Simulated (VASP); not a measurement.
# BaTiO3 (Amm2) in VASP: relaxation of cell and atoms with PBE

Aim: the relaxation of cell and atoms of BaTiO3 with PBE.

All numbers are computed with VASP 6.6.1; they aren't measurements. Logs are shortened: lines on timing, memory, paths and dates and some standing lists are left out, and cuts for length are marked.

## 1. The cell of the first run

Symmetry: Amm2, No. 38, orthorhombic system. Conventional cell: a = 3.983 Å, b = 5.725 Å, c = 5.751 Å, α = 90.00°, β = 90.00°, γ = 90.00°. Within 3.7 Å of Ba (site symmetry mm2) lie 12 O at 2.79 to 2.96 Å and 8 Ti at 3.43 to 3.57 Å. Within 2.5 Å of Ti (site symmetry mm2) lie 6 O at 1.87 to 2.19 Å. O (site symmetry m) has 2 Ti at 1.87 to 2.19 Å within 2.5 Å. Within 2.6 Å of O (site symmetry mm2) lie 2 Ti at 2.00 Å.

## 2. Relaxation of cell and atoms, PBE

The input, INCAR:

```
PREC = Accurate
ENCUT = 600
EDIFF = 1E-6
ISMEAR = 0
SIGMA = 0.02
LREAL = F
LASPH = T
NELM = 60
ALGO = Normal
ISIF = 3
LWAVE = F
LCHARG = F
GGA = PE
IBRION = 2
NSW = 100
EDIFFG = -0.005
```

The input, KPOINTS:

```
regular mesh
0
Gamma
  6 6 6
```

The input, POSCAR:

```
BaTiO3
1.0
    3.9833338700      0.0000000000      0.0000000000
    0.0000000000      2.8625951084      2.8753395310
    0.0000000000     -2.8625951084      2.8753395310
Ba Ti O
1 1 3
Direct
    0.0000000000      0.0034138500      0.0034138500
    0.5000000000      0.5185038200      0.5185038200
    0.5000000000      0.9784256700      0.4913519000
    0.5000000000      0.4913519000      0.9784256700
    0.0000000000      0.4882047600      0.4882047600
```

Potentials or basis: VASP PAW PBE potentials, release 64 (Ba_sv, Ti_sv, O).

Started as:

```bash
$ cat potpaw_PBE.64/Ba_sv/POTCAR potpaw_PBE.64/Ti_sv/POTCAR potpaw_PBE.64/O/POTCAR > POTCAR
$ mpirun -np 1 vasp_std > vasp.out
```

OUTCAR:

```text
PREC = Accurate
   ENCUT = 600
   EDIFF = 1E-6
   ISMEAR = 0
   LREAL = F
   LASPH = T
   NELM = 60
   ISIF = 3
   GGA = PE
   IBRION = 2
   NSW = 100
   EDIFFG = -0.005

 ion  position               nearest neighbor table
   1  0.000  0.003  0.003-   5 2.79   4 2.81   3 2.81   3 2.81   4 2.81   5 2.86   5 2.86   4 2.88
                             3 2.88   3 2.88   4 2.88   5 2.96   2 3.43   2 3.43   2 3.49   2 3.49
   2  0.500  0.519  0.519-   3 1.87   4 1.87   5 2.00   5 2.00   3 2.19   4 2.19   1 3.43   1 3.43
                             1 3.49   1 3.49   1 3.49   1 3.49   1 3.57   1 3.57
   3  0.500  0.978  0.491-   2 1.87   2 2.19   1 2.81   1 2.81   1 2.88   1 2.88
   4  0.500  0.491  0.978-   2 1.87   2 2.19   1 2.81   1 2.81   1 2.88   1 2.88
   5  0.000  0.488  0.488-   2 2.00   2 2.00   1 2.79   1 2.86   1 2.86   1 2.96

  LATTYP: Found a base centered orthorhombic cell.
 ALAT       =     5.7251902168
 B/A-ratio  =     1.0044520521
 C/A-ratio  =     0.6957557250

  Lattice vectors:

 A1 = (   0.0000000000,   2.8625951084,  -2.8753395310)
 A2 = (   0.0000000000,   2.8625951084,   2.8753395310)
 A3 = (   3.9833338700,   0.0000000000,   0.0000000000)

Analysis of symmetry for initial positions (statically):
=====================================================================
 Subroutine PRICEL returns:
 Original cell was already a primitive cell.

 Routine SETGRP: Setting up the symmetry group for a
 base centered orthorhombic supercell.

 Subroutine GETGRP returns: Found  4 space group operations
 (whereof  4 operations were pure point group operations)
 out of a pool of  8 trial point group operations.

The static configuration has the point symmetry C_2v.

Analysis of symmetry for dynamics (positions and initial velocities):
=====================================================================
 Subroutine PRICEL returns:
 Original cell was already a primitive cell.

 Routine SETGRP: Setting up the symmetry group for a
 base centered orthorhombic supercell.

 Subroutine GETGRP returns: Found  4 space group operations
 (whereof  4 operations were pure point group operations)
 out of a pool of  8 trial point group operations.

The dynamic configuration has the point symmetry C_2v.

 Subroutine INISYM returns: Found  4 space group operations
 (whereof  4 operations are pure point group operations),
 and found     1 'primitive' translations

----------------------------------------------------------------------------------------

                                     Primitive cell

  volume of cell :      65.5731

  direct lattice vectors                    reciprocal lattice vectors
     3.983333870  0.000000000  0.000000000     0.251045991  0.000000000  0.000000000
     0.000000000  2.862595108  2.875339531     0.000000000  0.174666686  0.173892507
     0.000000000 -2.862595108  2.875339531     0.000000000 -0.174666686  0.173892507

  length of vectors
     3.983333870  4.057342501  4.057342501     0.251045991  0.246469177  0.246469177

  position of ions in fractional coordinates (direct lattice)
     0.000000000  0.003413850  0.003413850
     0.500000000  0.518503820  0.518503820
     0.500000000  0.978425670  0.491351900
     0.500000000  0.491351900  0.978425670
     0.000000000  0.488204760  0.488204760

  ion indices of the primitive-cell ions
   primitive index   ion index
                 1           1
                 2           2
                 3           3
                 4           4
                 5           5

----------------------------------------------------------------------------------------

 KPOINTS: regular mesh

Automatic generation of k-mesh.
 Grid dimensions read from file:
 generate k-points for:    6    6    6

 Generating k-lattice:

  Cartesian coordinates                     Fractional coordinates (reciprocal lattice)
     0.041840999  0.000000000  0.000000000     0.166666667  0.000000000  0.000000000
     0.000000000  0.029111114  0.028982085     0.000000000  0.166666667 -0.000000000
     0.000000000 -0.029111114  0.028982085     0.000000000 -0.000000000  0.166666667

  Length of vectors
     0.041840999  0.041078196  0.041078196

  Shift w.r.t. Gamma in fractional coordinates (k-lattice)
     0.000000000  0.000000000  0.000000000

 Subroutine IBZKPT returns following result:
 ===========================================

 Found     52 irreducible k-points:

 Following reciprocal coordinates:
            Coordinates               Weight
  0.000000  0.000000  0.000000      1.000000
  0.166667  0.000000  0.000000      2.000000
  0.333333  0.000000  0.000000      2.000000
  0.500000  0.000000  0.000000      1.000000
  0.000000  0.166667  0.000000      4.000000
  0.166667  0.166667  0.000000      8.000000
[... 16 lines left out ...]
  0.333333  0.333333  0.166667      8.000000
  0.500000  0.333333  0.166667      4.000000
 [... further k-points ...]
   k-points           NKPTS =     52   k-points in BZ     NKDIM =     52   number of bands    NBANDS=     24
   number of dos      NEDOS =    301   number of ions     NIONS =      5
   total plane-waves  NPLWV =  32768
   dimension x,y,z NGX =    32 NGY =   32 NGZ =   32
   dimension x,y,z NGXF=    64 NGYF=   64 NGZF=   64
   ions per type =               1   1   3
   NGX,Y,Z   is equivalent  to a cutoff of  13.36, 13.11, 13.11 a.u.
   NGXF,Y,Z  is equivalent  to a cutoff of  26.71, 26.22, 26.22 a.u.
 SYSTEM =  unknown system
   PREC   = accura    normal or accurate (medium, high low for compatibility)
   ISTART =      0    job   : 0-new  1-cont  2-samecut
   ICHARG =      2    charge: 1-file 2-atom 10-const
   ISPIN  =      1    spin polarized calculation?
   LNONCOLLINEAR =      F non collinear calculations
   LSORBIT =      F    spin-orbit coupling
   LASPH  =      T    aspherical Exc in radial PAW
   ENCUT  =  600.0 eV  44.10 Ry    6.64 a.u.   7.96  8.10  8.10*2*pi/ulx,y,z
   NELM   =     60;   NELMIN=  2; NELMDL= -5     # of ELM steps
   EDIFF  = 0.1E-05   stopping-criterion for ELM
   LREAL  =      F    real-space projection
   EDIFFG = -.5E-02   stopping-criterion for IOM
   NSW    =    100    number of steps for IOM
   IBRION =      2    ionic relax: 0-MD 1-quasi-New 2-CG
   NFREE  =      1    steps in history (QN), initial steepest desc. (CG)
   ISIF   =      3    stress and relaxation
   ISYM   =      2    0-nonsym 1-usesym 2-fastsym
   POTIM  = 0.5000    time-step for ionic-motion
   TEBEG  =    0.0;   TEEND  =   0.0 temperature during run
   PSTRESS=    0.0 pullay stress
   NELECT =      40.0000    total number of electrons
   NUPDOWN=      -1.0000    fix difference up-down
   EMIN   =  10.00;   EMAX   =-10.00  energy-range for DOS
   EFERMI =   0.00;   METHOD = LEGACY
   ISMEAR =     0;   SIGMA  =   0.02  broadening in eV -4-tet -1-fermi 0-gaus
   EFERMI_NEDOS =   21; number of points for ismear=-14 and -15
   IALGO  =     38    algorithm
   IMIX   =      4    mixing-type and parameters
     AMIX     =   0.40;   BMIX     =  1.00
     AMIX_MAG =   1.60;   BMIX_MAG =  1.00
  volume/ion in A,a.u.               =      13.11        88.50
  Fermi-wavevector in a.u.,A,eV,Ry     =   1.388416  2.623726 26.227933  1.927699
  Thomas-Fermi vector in A             =   2.512544
   LORBIT       =      0    0 simple, 1 ext, 2 COOP (PROOUT), +10 PAW based schemes
   GGA     = PE    functional components
   LHFCALC =     F    Hartree Fock is set to
   AEXX    =    0.0000 exact exchange contribution
   IVDW    =     0    specifies the selected vdW correction
   LEPSILON=     F    determine dielectric tensor
   LRPA    =     F    only Hartree local field effects (RPA)
 conjugate gradient relaxation of ions
 non-spin polarized calculation
 Gauss-broadening in eV      SIGMA  =   0.02
  energy-cutoff  :      600.00
  volume of cell :       65.57
 maximum number of plane-waves:      2240
 NGX is ok and might be reduce to    32
   NGX = 15   NGY = 17   NGZ = 17

--------------------------------------- Ionic step        1  -------------------------------------------

 number of electron      39.9999988 magnetization

 Free energy of the ion-electron system (eV)
  ---------------------------------------------------
  ext. energy  EPLUGINS =         0.00000000
  ---------------------------------------------------
  free energy    TOTEN  =       -40.04028172 eV

  energy without entropy =      -40.04028172  energy(sigma->0) =      -40.04028172

------------------------ aborting loop because EDIFF is reached ----------------------------------------

  FORCE on cell =-STRESS in cart. coord.  units (eV):
  Direction    XX          YY          ZZ          XY          YZ          ZX
  --------------------------------------------------------------------------------------
  -------------------------------------------------------------------------------------
  Total        1.1463750      1.1941121      1.1869253      0.0000000      0.0000000      0.0000000
  in kB       28.0098975     29.1762796     29.0006826      0.0000000      0.0000000      0.0000000
  external PRESSURE =      28.7289532 kB  Pullay stress =       0.0000000 kB
[... 98 lines left out ...]
  FREE ENERGIE OF THE ION-ELECTRON SYSTEM (eV)
  ---------------------------------------------------
  free  energy   TOTEN  =       -40.0510794055 eV

  energy  without entropy=      -40.0510794055  energy(sigma->0) =      -40.05107941

[... ionic steps 4 to 15 ...]

--------------------------------------- Ionic step       16  -------------------------------------------

 number of electron      39.9999990 magnetization

------------------------ aborting loop because EDIFF is reached ----------------------------------------

  FORCE on cell =-STRESS in cart. coord.  units (eV):
  Direction    XX          YY          ZZ          XY          YZ          ZX
  --------------------------------------------------------------------------------------
  -------------------------------------------------------------------------------------
  Total       -0.0343420     -0.0166836     -0.0110982      0.0000000      0.0000000      0.0000000
  in kB       -0.8131472     -0.3950335     -0.2627825      0.0000000      0.0000000      0.0000000
  external PRESSURE =      -0.4903211 kB  Pullay stress =       0.0000000 kB
[... 63 lines left out ...]
  energy  without entropy=      -40.0600217104  energy(sigma->0) =      -40.06002171

--------------------------------------- Ionic step       18  -------------------------------------------

 number of electron      39.9999990 magnetization

 Free energy of the ion-electron system (eV)
  ---------------------------------------------------
  ext. energy  EPLUGINS =         0.00000000
  ---------------------------------------------------
  free energy    TOTEN  =       -40.06002790 eV

  energy without entropy =      -40.06002790  energy(sigma->0) =      -40.06002790

 E-fermi :   3.5314     XC(G=0): -10.9493

 val. band max:        3.4285528929   @ k =   0.5000   0.5000   0.5000
 cond. band min:       5.7662426658   @ k =   0.0000   0.0000   0.0000
 fundamental gap:      2.3376897729
 Fermi energy:         3.5314020400

 k-point     1 :       0.0000    0.0000    0.0000
  band No.  band energies     occupation
      1     -52.9771      2.00000
      2     -29.2568      2.00000
      3     -29.2526      2.00000
      4     -29.1691      2.00000
      5     -21.5872      2.00000
      6     -13.3341      2.00000
[... 637 lines left out ...]
     23       7.4268      0.00000
     24       8.7168      0.00000

 [... further k-points ...]

------------------------ aborting loop because EDIFF is reached ----------------------------------------

  FORCE on cell =-STRESS in cart. coord.  units (eV):
  Direction    XX          YY          ZZ          XY          YZ          ZX
  --------------------------------------------------------------------------------------
  -------------------------------------------------------------------------------------
  Total        0.0034573      0.0167688      0.0139907      0.0000000      0.0000000      0.0000000
  in kB        0.0818926      0.3971940      0.3313923      0.0000000      0.0000000      0.0000000
  external PRESSURE =       0.2701596 kB  Pullay stress =       0.0000000 kB
[... 20 lines left out ...]
  FREE ENERGIE OF THE ION-ELECTRON SYSTEM (eV)
  ---------------------------------------------------
  free  energy   TOTEN  =       -40.0600278972 eV

  energy  without entropy=      -40.0600278972  energy(sigma->0) =      -40.06002790

 reached required accuracy - stopping structural energy minimisation
```

Run time: 5.1 min. Hardware: 1 thread of Intel Xeon 6975P-C (Granite Rapids), shared host; peak memory 0.26 GiB.

What came out:

- Free energy: -40.0600 eV
- Relaxed volume: 13.53 Å³/atom
- Relaxed cell: a = 3.983 Å, b = 4.121 Å, c = 4.121 Å, α = 89.50°, β = 90.00°, γ = 90.00°
- Space group after relaxing (to 0.1 Å): Amm2 (No. 38)
- Energy gained by relaxing: 3.9 meV/atom
- Ionic steps: 18
- Pressure after relaxing: 0.0 GPa
- Largest force after relaxing: 0.003 eV/Å
- Band gap on the k mesh: 2.34 eV (least direct gap 2.89 eV)

Forces in eV/Å, atoms in the order of the input:
```
Ba   0.000  0.000 -0.003
Ti   0.000  0.000 -0.001
O    0.000 -0.001  0.003
O    0.000  0.001  0.003
O    0.000  0.000 -0.001
```

The path:
```
step  energy change (eV)  largest force (eV/Å)  pressure (GPa)  volume (Å³)
   1              0.0000                0.0634            2.87        65.57
   2             -0.0032                0.3518           -2.35        67.83
   3             -0.0108                0.2222           -0.05        66.78
   4             -0.0143                0.1299           -0.01        66.99
   5             -0.0161                0.0757            0.12        67.29
   6             -0.0183                0.0677           -0.17        67.59
   7             -0.0187                0.0623           -0.37        67.82
   8             -0.0191                0.0553            0.44        67.49
   9             -0.0193                0.0518            0.16        67.61
  10             -0.0196                0.0246           -0.01        67.63
  11             -0.0196                0.0252           -0.03        67.63
  12             -0.0197                0.0075            0.04        67.62
  13             -0.0197                0.0078            0.05        67.61
  14             -0.0197                0.0073           -0.01        67.66
  15             -0.0197                0.0080           -0.07        67.67
  16             -0.0197                0.0069           -0.05        67.67
  17             -0.0197                0.0067            0.07        67.62
  18             -0.0197                0.0031            0.03        67.64
```

Final structure:
```
CELL_PARAMETERS angstrom
3.98277 0.00000 0.00000
0.00000 2.90131 2.92685
0.00000 -2.90131 2.92685
ATOMIC_POSITIONS crystal
Ba 0.00000 0.00759 0.00759
Ti 0.50000 0.52480 0.52480
O 0.50000 0.97260 0.49038
O 0.50000 0.49038 0.97260
O 0.00000 0.48453 0.48453
```

Caveat: spin-orbit coupling is left out, which moves the levels of the heavy elements. A k mesh can miss the band edges.
